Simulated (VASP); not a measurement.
# AlN (vib): relaxation of cell and atoms with LDA

Crystal: AlN (vib).

```xyz
2
Lattice="0.0000 2.1840 2.1840 2.1840 0.0000 2.1840 2.1840 2.1840 0.0000" Properties=species:S:1:pos:R:3 pbc="T T T"
Al    0.0000    0.0000    0.0000
N     1.0920    1.0920    1.0920
```

```yaml
Program: VASP 6.6.1
Task: relaxation of cell and atoms
Functional: LDA
Potentials_or_basis: VASP PAW LDA potentials, release 64 (Al, N)
Cutoff: 600 eV
k_mesh: 8 × 8 × 8
Occupations: gaussian, width 0.02 eV
Spin: no spin polarisation
Dipole_correction: no
Further_INCAR_settings: ALGO = Normal; EDIFF = 1e-07; IBRION = 2; EDIFFG = -0.002; NSW = 100; ISIF = 3
```

```json
{
 "Relaxed volume": "10.26 Å³/atom",
 "Relaxed cell": "a = 3.073 Å, b = 3.073 Å, c = 3.073 Å, α = 60.00°, β = 60.00°, γ = 60.00°",
 "Space group after relaxing (to 0.05 Å)": "F-43m (No. 216)",
 "Energy gained by relaxing": "1.5 meV/atom",
 "Ionic steps": "3",
 "Pressure after relaxing": "0.0 GPa",
 "Band gap on the k mesh": "3.23 eV, indirect (least direct gap 4.37 eV)"
}
```

The path:
```
step  energy change (eV)  largest force (eV/Å)  pressure (GPa)  volume (Å³)
   1              0.0000                0.0000           -3.11        20.83
   2             -0.0003                0.0000            3.10        20.23
   3             -0.0031                0.0000           -0.01        20.52
```

Final structure:
```yaml
crystal:
  lattice:
    - [0.00000, 2.17300, 2.17300]
    - [2.17300, 0.00000, 2.17300]
    - [2.17300, 2.17300, 0.00000]
  atoms:
    - { symbol: Al, position: [0.00000, 0.00000, 0.00000] }
    - { symbol: N, position: [0.25000, 0.25000, 0.25000] }
```

Levels at points of the mesh, in eV from the valence-band top:
```
           k point  band 1  band 2  band 3  band 4  band 5  band 6  band 7  band 8
(0.00, 0.00, 0.00)  -14.91    0.00    0.00    0.00    4.37   12.48   12.48   12.48
(0.50, 0.00, 0.00)  -12.75   -5.97   -0.49   -0.49    7.41    9.87   11.06   11.06
(0.50, 0.50, 0.00)  -12.07   -5.00   -1.81   -1.81    3.23    8.50   13.96   15.68
```

It took 11 s on 1 thread of Intel Xeon 6975P-C, with other jobs on the host, peak memory 0.14 GiB.

A k mesh can miss the band edges.
